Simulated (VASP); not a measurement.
Here is a VASP 6.6.1 calculation.

INCAR

```
ALGO     = Normal         # electronic algorithm
EDIFF    = 1E-6           # SCF threshold, eV
ENCUT    = 840            # plane-wave cutoff, eV
GGA_COMPAT= F            
ISIF     = 2              # what is computed and relaxed
ISMEAR   = 0              # smearing method
LASPH    = T              # aspherical terms in the spheres
LCHARG   = F              # write CHGCAR
LREAL    = F              # projectors in reciprocal space
LWAVE    = F              # write WAVECAR
NBANDS   = 15             # bands
NELM     = 120            # most SCF steps
PREC     = Accurate       # precision mode
SIGMA    = 0.02           # smearing width, eV
```

The input KPOINTS:

```
k-points
0
Gamma
  10 10 10
```

File POSCAR:

```
MgO
1.0
    0.0000000000      2.1409717617      2.1409717617
    2.1409717617      0.0000000000      2.1409717617
    2.1409717617      2.1409717617      0.0000000000
Mg O
1 1
Direct
    0.0000000000      0.0000000000      0.0000000000
    0.5000000000      0.5000000000      0.5000000000
```

Potentials or basis: VASP PAW LDA potentials, release 64 (Mg_sv, O).

Run with:

```console
$ cat potpaw_LDA.64/Mg_sv/POTCAR potpaw_LDA.64/O/POTCAR > POTCAR
$ mpirun -np 1 vasp_std > vasp.out
```

(1) Predict the pressure.

(2) Predict the band gap on the k mesh.

## Answers

(1) -12.2 GPa.

(2) 4.20 eV.

Caveat: the cell stands under tension.
